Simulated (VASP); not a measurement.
# NbH2 (Fm-3m) in VASP: further runs

Runs on NbH2. Level: r2SCAN. Tasks: single point.

Everything below comes from runs of VASP 6.6.1. Logs are shortened: lines on timing, memory, paths and dates and some standing lists are left out, and cuts for length are marked.

## 1. The cell of the first run

Symmetry: Fm-3m, No. 225, cubic system. Conventional cell: a = 4.615 Å, b = 4.615 Å, c = 4.615 Å, α = 90.00°, β = 90.00°, γ = 90.00°. Within 2.6 Å of Nb (site symmetry m-3m) lie 8 H at 2.00 Å. Within 2.6 Å of H (site symmetry -43m) lie 4 Nb at 2.00 Å and 6 H at 2.31 Å.

## 2. Single point, r2SCAN (equal strain along all axes, cell held: +1.5 %)

POSCAR

```
NbH2
1.0
    2.3075041291      2.3075041291      0.0000000000
   -2.3075041291      2.3075041291      0.0000000000
    0.0000000000      0.0000000000      4.6150082581
Nb H
2 4
Direct
    0.0000000000      0.0000000000      0.0000000000
    0.5000000000      0.5000000000      0.5000000000
    0.0000000000      0.5000000000      0.7500000000
    0.5000000000      0.0000000000      0.7500000000
    0.5000000000      0.0000000000      0.2500000000
    0.0000000000      0.5000000000      0.2500000000
```

INCAR.step1

```
PREC = Accurate ; ENCUT = 520
ISMEAR = 0 ; SIGMA = 0.1
LREAL = False ; LASPH = True
NELM = 60 ; NBANDS = 24
GGA = PE ; ALGO = Normal
EDIFF = 1E-4 ; LWAVE = True
LCHARG = False
```

INCAR.step2

```
PREC = Accurate ; ENCUT = 520
EDIFF = 1E-7 ; ISMEAR = 0
SIGMA = 0.1 ; LREAL = False
LASPH = True ; NELM = 60
ALGO = Normal ; ISIF = 2
LWAVE = False ; LCHARG = False
METAGGA = R2SCAN ; LMIXTAU = True
NBANDS = 24 ; ISTART = 1
```

KPOINTS

```
Automatic mesh
0
Gamma
  12 12 8
```

Potentials or basis: VASP PAW PBE potentials, release 64 (Nb_sv, H).

Run with:

```bash
> cat potpaw_PBE.64/Nb_sv/POTCAR potpaw_PBE.64/H/POTCAR > POTCAR
> cp INCAR.step1 INCAR
> mpirun -np 1 vasp_std > vasp.out
> cp INCAR.step2 INCAR
> mpirun -np 1 vasp_std > vasp.out
```

OUTCAR:

```text
PREC = Accurate
   ENCUT = 520
   EDIFF = 1E-7
   ISMEAR = 0
   LREAL = False
   LASPH = True
   NELM = 60
   ISIF = 2
   METAGGA = R2SCAN
   ISTART = 1

 ion  position               nearest neighbor table
   1  0.000  0.000  0.000-
   2  0.500  0.500  0.500-
   3  0.000  0.500  0.750-
   4  0.500  0.000  0.750-
   5  0.500  0.000  0.250-
   6  0.000  0.500  0.250-

  LATTYP: Found a simple tetragonal cell.
 ALAT       =     3.2633036346
 C/A-ratio  =     1.4142135623

  Lattice vectors:

 A1 = (   2.3075041291,   2.3075041291,   0.0000000000)
 A2 = (  -2.3075041291,   2.3075041291,   0.0000000000)
 A3 = (   0.0000000000,   0.0000000000,   4.6150082581)

Analysis of symmetry for initial positions (statically):
=====================================================================
 Subroutine PRICEL returns following result:

  LATTYP: Found a face centered cubic cell.
 ALAT       =     4.6150082581

  Lattice vectors:

 A1 = (   0.0000000000,  -2.3075041291,  -2.3075041290)
 A2 = (   2.3075041291,   0.0000000000,  -2.3075041290)
 A3 = (   2.3075041291,  -2.3075041291,   0.0000000000)

   2 primitive cells build up your supercell.

 Routine SETGRP: Setting up the symmetry group for a
 simple tetragonal supercell.

 Subroutine GETGRP returns: Found 16 space group operations
 (whereof 16 operations were pure point group operations)
 out of a pool of 16 trial point group operations.

The static configuration has the point symmetry D_4h.

Analysis of symmetry for dynamics (positions and initial velocities):
=====================================================================
 Subroutine PRICEL returns following result:

  LATTYP: Found a face centered cubic cell.
 ALAT       =     4.6150082581

  Lattice vectors:

 A1 = (   0.0000000000,  -2.3075041291,  -2.3075041290)
 A2 = (   2.3075041291,   0.0000000000,  -2.3075041290)
 A3 = (   2.3075041291,  -2.3075041291,   0.0000000000)

   2 primitive cells build up your supercell.

 Routine SETGRP: Setting up the symmetry group for a
 simple tetragonal supercell.

 Subroutine GETGRP returns: Found 16 space group operations
 (whereof 16 operations were pure point group operations)
 out of a pool of 16 trial point group operations.

The dynamic configuration has the point symmetry D_4h.

 Subroutine INISYM returns: Found 16 space group operations
 (whereof 16 operations are pure point group operations),
 and found     2 'primitive' translations

----------------------------------------------------------------------------------------

                                     Primitive cell

  volume of cell :      24.5730

  direct lattice vectors                    reciprocal lattice vectors
     0.000000000 -2.307504129 -2.307504129    -0.216684336 -0.216684336 -0.216684336
     2.307504129  0.000000000 -2.307504129     0.216684336  0.216684336 -0.216684336
     2.307504129 -2.307504129  0.000000000     0.216684336 -0.216684336  0.216684336

  length of vectors
     3.263303635  3.263303635  3.263303635     0.375308279  0.375308279  0.375308279

  position of ions in fractional coordinates (direct lattice)
     0.000000000  0.000000000  0.000000000
     0.250000000  0.250000000  0.250000000
     0.750000000  0.750000000  0.750000000

  ion indices of the primitive-cell ions
   primitive index   ion index
                 1           1
                 2           3
                 3           4

----------------------------------------------------------------------------------------

 KPOINTS: Automatic mesh

Automatic generation of k-mesh.
 Grid dimensions read from file:
 generate k-points for:   12   12    8

 Generating k-lattice:

  Cartesian coordinates                     Fractional coordinates (reciprocal lattice)
     0.018057028  0.018057028  0.000000000     0.083333333  0.000000000  0.000000000
    -0.018057028  0.018057028  0.000000000     0.000000000  0.083333333  0.000000000
     0.000000000  0.000000000  0.027085542     0.000000000  0.000000000  0.125000000

  Length of vectors
     0.025536494  0.025536494  0.027085542

  Shift w.r.t. Gamma in fractional coordinates (k-lattice)
     0.000000000  0.000000000  0.000000000

 Subroutine IBZKPT returns following result:
 ===========================================

 Found    140 irreducible k-points:

 Following reciprocal coordinates:
            Coordinates               Weight
  0.000000  0.000000  0.000000      1.000000
  0.083333  0.000000  0.000000      4.000000
  0.166667  0.000000  0.000000      4.000000
  0.250000  0.000000  0.000000      4.000000
  0.333333  0.000000  0.000000      4.000000
  0.416667  0.000000  0.000000      4.000000
[... 16 lines left out ...]
  0.333333  0.333333  0.000000      4.000000
  0.416667  0.333333  0.000000      8.000000
 [... further k-points ...]
   k-points           NKPTS =    140   k-points in BZ     NKDIM =    140   number of bands    NBANDS=     24
   number of dos      NEDOS =    301   number of ions     NIONS =      6
   total plane-waves  NPLWV =  20736
   dimension x,y,z NGX =    24 NGY =   24 NGZ =   36
   dimension x,y,z NGXF=    48 NGYF=   48 NGZF=   72
   ions per type =               2   4
   NGX,Y,Z   is equivalent  to a cutoff of  12.23, 12.23, 12.97 a.u.
   NGXF,Y,Z  is equivalent  to a cutoff of  24.45, 24.45, 25.94 a.u.
 SYSTEM =  unknown system
   PREC   = accura    normal or accurate (medium, high low for compatibility)
   ISTART =      1    job   : 0-new  1-cont  2-samecut
   ICHARG =      0    charge: 1-file 2-atom 10-const
   ISPIN  =      1    spin polarized calculation?
   LNONCOLLINEAR =      F non collinear calculations
   LSORBIT =      F    spin-orbit coupling
   LASPH  =      T    aspherical Exc in radial PAW
   ENCUT  =  520.0 eV  38.22 Ry    6.18 a.u.   6.07  6.07  8.58*2*pi/ulx,y,z
   NELM   =     60;   NELMIN=  2; NELMDL=  0     # of ELM steps
   EDIFF  = 0.1E-06   stopping-criterion for ELM
   LREAL  =      F    real-space projection
   EDIFFG = 0.1E-05   stopping-criterion for IOM
   NSW    =      0    number of steps for IOM
   IBRION =     -1    ionic relax: 0-MD 1-quasi-New 2-CG
   NFREE  =      0    steps in history (QN), initial steepest desc. (CG)
   ISIF   =      2    stress and relaxation
   ISYM   =      2    0-nonsym 1-usesym 2-fastsym
   POTIM  = 0.5000    time-step for ionic-motion
   TEBEG  =    0.0;   TEEND  =   0.0 temperature during run
   PSTRESS=    0.0 pullay stress
   NELECT =      30.0000    total number of electrons
   NUPDOWN=      -1.0000    fix difference up-down
   EMIN   =  10.00;   EMAX   =-10.00  energy-range for DOS
   EFERMI =   0.00;   METHOD = LEGACY
   ISMEAR =     0;   SIGMA  =   0.10  broadening in eV -4-tet -1-fermi 0-gaus
   EFERMI_NEDOS =   21; number of points for ismear=-14 and -15
   IALGO  =     38    algorithm
   IMIX   =      4    mixing-type and parameters
     AMIX     =   0.40;   BMIX     =  1.00
     AMIX_MAG =   1.60;   BMIX_MAG =  1.00
  volume/ion in A,a.u.               =       8.19        55.28
  Fermi-wavevector in a.u.,A,eV,Ry     =   1.388735  2.624329 26.239997  1.928585
  Thomas-Fermi vector in A             =   2.512833
   LORBIT       =      0    0 simple, 1 ext, 2 COOP (PROOUT), +10 PAW based schemes
   METAGGA = R2SCAN    functional components
   LHFCALC =     F    Hartree Fock is set to
   AEXX    =    0.0000 exact exchange contribution
   IVDW    =     0    specifies the selected vdW correction
   LEPSILON=     F    determine dielectric tensor
   LRPA    =     F    only Hartree local field effects (RPA)
 non-spin polarized calculation
 Gauss-broadening in eV      SIGMA  =   0.10
  energy-cutoff  :      520.00
  volume of cell :       49.15
 maximum number of plane-waves:      1368
   NGX = 13   NGY = 13   NGZ = 17

 number of electron      29.9999992 magnetization

 Free energy of the ion-electron system (eV)
  ---------------------------------------------------
  ext. energy  EPLUGINS =         0.00000000
  ---------------------------------------------------
  free energy    TOTEN  =       -65.08423773 eV

  energy without entropy =      -65.07400042  energy(sigma->0) =      -65.07911908

 E-fermi :   9.6813     XC(G=0): -12.7486

 val. band max:        9.6597717370   @ k =   0.4167   0.0833   0.1250
 cond. band min:       9.6871624351   @ k =   0.4167   0.2500   0.3750
 fundamental gap:      0.0273906982
 Fermi energy:         9.6813158159

 k-point     1 :       0.0000    0.0000    0.0000
  band No.  band energies     occupation
      1     -47.7398      2.00000
      2     -47.6346      2.00000
      3     -23.4362      2.00000
      4     -23.0238      2.00000
      5     -23.0238      2.00000
      6     -22.8112      2.00000
[... 16 lines left out ...]
     23      16.9245      0.00000
     24      18.0858      0.00000

 k-point     2 :       0.0833    0.0000    0.0000
  band No.  band energies     occupation
      1     -47.7363      2.00000
      2     -47.6346      2.00000
      3     -23.4226      2.00000
      4     -23.0442      2.00000
      5     -23.0186      2.00000
      6     -22.8395      2.00000
[... 16 lines left out ...]
     23      17.3500      0.00000
     24      18.2681      0.00000

 k-point     3 :       0.1667    0.0000    0.0000
  band No.  band energies     occupation
      1     -47.7262      2.00000
      2     -47.6350      2.00000
      3     -23.3832      2.00000
      4     -23.0988      2.00000
      5     -23.0034      2.00000
      6     -22.9170      2.00000
[... 16 lines left out ...]
     23      18.1557      0.00000
     24      18.3987      0.00000

 k-point     4 :       0.2500    0.0000    0.0000
  band No.  band energies     occupation
      1     -47.7113      2.00000
      2     -47.6367      2.00000
      3     -23.3222      2.00000
      4     -23.1702      2.00000
      5     -23.0235      2.00000
      6     -22.9803      2.00000
[... 16 lines left out ...]
     23      17.7703      0.00000
     24      19.0725      0.00000

 k-point     5 :       0.3333    0.0000    0.0000
  band No.  band energies     occupation
      1     -47.6938      2.00000
      2     -47.6410      2.00000
      3     -23.2457      2.00000
      4     -23.2357      2.00000
      5     -23.1333      2.00000
      6     -22.9520      2.00000
[... 16 lines left out ...]
     23      17.2764      0.00000
     24      18.6104      0.00000

 k-point     6 :       0.4167    0.0000    0.0000
  band No.  band energies     occupation
      1     -47.6762      2.00000
      2     -47.6489      2.00000
      3     -23.2741      2.00000
      4     -23.2216      2.00000
      5     -23.1611      2.00000
      6     -22.9975      2.00000
[... 16 lines left out ...]
     23      17.0527      0.00000
     24      18.5142      0.00000
[... 379 lines left out ...]
 k-point    21 :       0.4167    0.2500    0.0000
  band No.  band energies     occupation
      1     -47.6592      2.00000
      2     -47.6398      2.00000
      3     -23.3291      2.00000
      4     -23.2949      2.00000
      5     -23.1106      2.00000
      6     -23.0033      2.00000
[... 16 lines left out ...]
     23      17.1335      0.00000
     24      18.6514      0.00000

 k-point    22 :       0.5000    0.2500    0.0000
  band No.  band energies     occupation
      1     -47.6477      2.00000
      2     -47.6477      2.00000
      3     -23.3327      2.00000
      4     -23.3327      2.00000
      5     -23.0491      2.00000
      6     -23.0491      2.00000
[... 16 lines left out ...]
     23      17.2919      0.00000
     24      17.2919      0.00000

 k-point    23 :       0.3333    0.3333    0.0000
  band No.  band energies     occupation
      1     -47.6610      2.00000
      2     -47.6345      2.00000
      3     -23.3373      2.00000
      4     -23.2915      2.00000
      5     -23.1281      2.00000
      6     -23.0288      2.00000
[... 16 lines left out ...]
     23      17.3434      0.00000
     24      19.1486      0.00000

 k-point    24 :       0.4167    0.3333    0.0000
  band No.  band energies     occupation
      1     -47.6498      2.00000
      2     -47.6361      2.00000
      3     -23.3741      2.00000
      4     -23.3508      2.00000
      5     -23.0802      2.00000
      6     -23.0218      2.00000
[... 16 lines left out ...]
     23      17.9211      0.00000
     24      18.3498      0.00000

 [... further k-points ...]
[... 5 lines left out ...]
  --------------------------------------------------------------------------------------
  -------------------------------------------------------------------------------------
  Total       -2.4079706     -2.4079706     -2.4165939      0.0000000      0.0000000      0.0000000
  in kB      -78.5008410    -78.5008410    -78.7819639      0.0000000      0.0000000      0.0000000
  external PRESSURE =     -78.5945487 kB  Pullay stress =       0.0000000 kB

 VOLUME and BASIS-vectors are now :
 -----------------------------------------------------------------------------
  energy-cutoff  :      520.00
  volume of cell :       49.15
      direct lattice vectors                 reciprocal lattice vectors
     2.307504129  2.307504129  0.000000000     0.216684336  0.216684336  0.000000000
    -2.307504129  2.307504129  0.000000000    -0.216684336  0.216684336  0.000000000
     0.000000000  0.000000000  4.615008258     0.000000000  0.000000000  0.216684336

 POSITION                                       TOTAL-FORCE (eV/Angst)
 -----------------------------------------------------------------------------------
      0.00000      0.00000      0.00000        -0.000000      0.000000     -0.000000
      0.00000      2.30750      2.30750         0.000000     -0.000000      0.000000
     -1.15375      1.15375      3.46126         0.000000      0.000000     -0.000000
      1.15375      1.15375      3.46126        -0.000000      0.000000     -0.000000
      1.15375      1.15375      1.15375        -0.000000      0.000000      0.000000
     -1.15375      1.15375      1.15375        -0.000000      0.000000     -0.000000
 -----------------------------------------------------------------------------------
    total drift:                               -0.000000      0.000000     -0.000000

  FREE ENERGIE OF THE ION-ELECTRON SYSTEM (eV)
  ---------------------------------------------------
  free  energy   TOTEN  =       -65.0842377313 eV

  energy  without entropy=      -65.0740004233  energy(sigma->0) =      -65.07911908
```

Wall time 2.8 min (1 thread of Intel Xeon 6975P-C (Granite Rapids), shared host); peak memory 0.26 GiB.

Results:

| Quantity | Value |
| --- | --- |
| Free energy | -65.0842 eV |
| Pressure | -7.9 GPa |
| Band gap on the k mesh | zero (bands 15 and 16 overlap by 4.08 eV) |

Levels at points of the mesh, in eV from the Fermi level:
```csv
k point,band 12,band 13,band 14,band 15,band 16,band 17,band 18,band 19
"(0.00, 0.00, 0.00)",-4.36,-1.51,-1.38,-1.37,-1.37,1.22,1.22,2.71
"(0.50, 0.00, 0.00)",-6.48,-1.96,-1.96,0.10,0.10,0.56,0.56,3.36
"(0.50, 0.50, 0.00)",-5.58,-4.36,-4.36,2.71,2.71,2.79,2.79,2.79
"(0.00, 0.00, 0.50)",-6.20,-1.21,-1.21,0.02,0.02,0.02,0.02,1.91
"(0.50, 0.00, 0.50)",-5.47,-1.21,-1.21,-1.21,-1.21,2.56,2.56,2.56
"(0.50, 0.50, 0.50)",-6.83,-3.20,-3.20,0.32,0.32,2.80,2.80,4.75
```

Caveat: the cell differs from its parent crystal (equal strain along all axes, cell held: +1.5 %); the cell stands under tension; the PAW data sets were made with another functional, which shifts forces and pressure a little.

[end of part 1 of 2]

The gap in the log of VASP goes by the Fermi energy; the results here count the filled bands.